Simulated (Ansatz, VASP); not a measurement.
Ti3H in VASP and in Ansatz

The input INCAR:

```
ALGO = Normal
EDIFF = 1E-6
EDIFFG = -0.04
ENCUT = 600
GGA = PE
IBRION = 2
ISIF = 3
ISMEAR = 0
LASPH = T
LCHARG = F
LREAL = F
LWAVE = F
NELM = 60
NSW = 90
PREC = Accurate
SIGMA = 0.1
```

File KPOINTS:

```
k-points
0
Gamma
  6 6 6
```

File POSCAR:

```
Ti3H
1.0
    0.0000000000      2.9448449300      2.9448449300
    2.9448449300      0.0000000000      2.9448449300
    2.9448449300      2.9448449300      0.0000000000
Ti H
3 1
Direct
    0.2500000000      0.2500000000      0.2500000000
    0.7500000000      0.7500000000      0.7500000000
    0.5000000000      0.5000000000      0.5000000000
    0.0000000000      0.0000000000      0.0000000000
```

Input for Ansatz:

```yaml
crystal:
  lattice:
    - [0.0, 2.94484493, 2.94484493]
    - [2.94484493, 0.0, 2.94484493]
    - [2.94484493, 2.94484493, 0.0]
  atoms:
    - { symbol: Ti, position: [0.25, 0.25, 0.25] }
    - { symbol: Ti, position: [0.75, 0.75, 0.75] }
    - { symbol: Ti, position: [0.5, 0.5, 0.5] }
    - { symbol: H, position: [0.0, 0.0, 0.0] }
basis:
  ecutwfc: 420
kpoints:
  mp_grid: { grid: [6, 6, 6] }
hamiltonian:
  xc: pbe
scf:
  occupations: { method: gaussian, width: 0.1 }
  lower_state_search: "off"
output:
  forces: true
  stress: true
  eigenvalues: true
relax:
  adjacent_minimum: "off"
  f_tol: 0.04
  max_steps: 70
  cell: { stress_tol: 0.4 }
```

Change from the starting cell: species swapped into the Ta3Re type (Fm-3m, No. 225).

Alike in both runs: task relaxation of cell and atoms; functional PBE; k mesh 6 × 6 × 6; occupations gaussian, width 0.1 eV; no spin polarisation.

|  | VASP | Ansatz |
| --- | --- | --- |
| version | VASP 6.6.1 | Ansatz 0.2.0 |
| potentials or method | VASP PAW PBE potentials, release 64 (Ti_sv, H), cutoff 600 eV | scalar-relativistic, plane waves, PAW |
| valence electrons in the cell | 37 | 37 |

```csv
,VASP,Ansatz,Ansatz less VASP
"gap on the k mesh at the Fermi level, each at its own relaxed structure (eV)",none,none,-
relaxed volume (Å³/atom),14.37,14.39,+0.022
relaxed cell length with the largest relative difference (Å),4.332,4.334,+0.0022
```

A gap of «none» marks a metal or a gap that the smearing closes.
